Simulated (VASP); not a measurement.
A run of VASP 6.6.1 is set up as follows.

The input INCAR:

```
  PREC = Accurate
  ENCUT = 600
  EDIFF = 1E-7
  ISMEAR = 0
  SIGMA = 0.1
  LREAL = F
  LASPH = T
  NELM = 60
  ALGO = Normal
  ISIF = 3
  LWAVE = F
  LCHARG = F
  GGA = PE
  IBRION = 2
  NSW = 100
  EDIFFG = -0.01
```

The input KPOINTS:

```
Automatic mesh
0
Gamma
  12 12 10
```

File POSCAR:

```
Ta2NbO2
1.0
    4.5955864129      0.0000000000      0.0000000000
   -2.2977932064      3.9798945788      0.0000000000
    0.0000000000      0.0000000000      3.9714467556
Ta Nb O
2 1 2
Direct
    0.3333333333      0.6666666667      0.5000000000
    0.6666666667      0.3333333333      0.5000000000
    0.0000000000      0.0000000000      0.0000000000
    0.3333333333      0.6666666667      0.0000000000
    0.6666666667      0.3333333333      0.0000000000
```

Potentials or basis: VASP PAW PBE potentials, release 64 (Ta_pv, Nb_sv, O).

Run with:

```sh
$ cat potpaw_PBE.64/Ta_pv/POTCAR potpaw_PBE.64/Nb_sv/POTCAR potpaw_PBE.64/O/POTCAR > POTCAR
$ mpirun -np 1 vasp_std > vasp.out
```

(1) Predict the relaxed volume.

(2) Predict the relaxed cell.

(3) What does it give for the space group after relaxing (to 0.1 Å)?

(4) Predict the band gap on the k mesh.

Answers

(1) 14.52 Å³/atom.

(2) a = 4.591 Å, b = 4.591 Å, c = 3.977 Å, α = 90.00°, β = 90.00°, γ = 120.00°.

(3) P6/mmm (No. 191).

(4) zero (an odd number of electrons rules out a gap without spin polarisation).

Caveat: spin-orbit coupling is left out, which moves the levels of the heavy elements; an odd number of electrons without spin polarisation forces a metal; a magnetic or distorted state may lie lower.
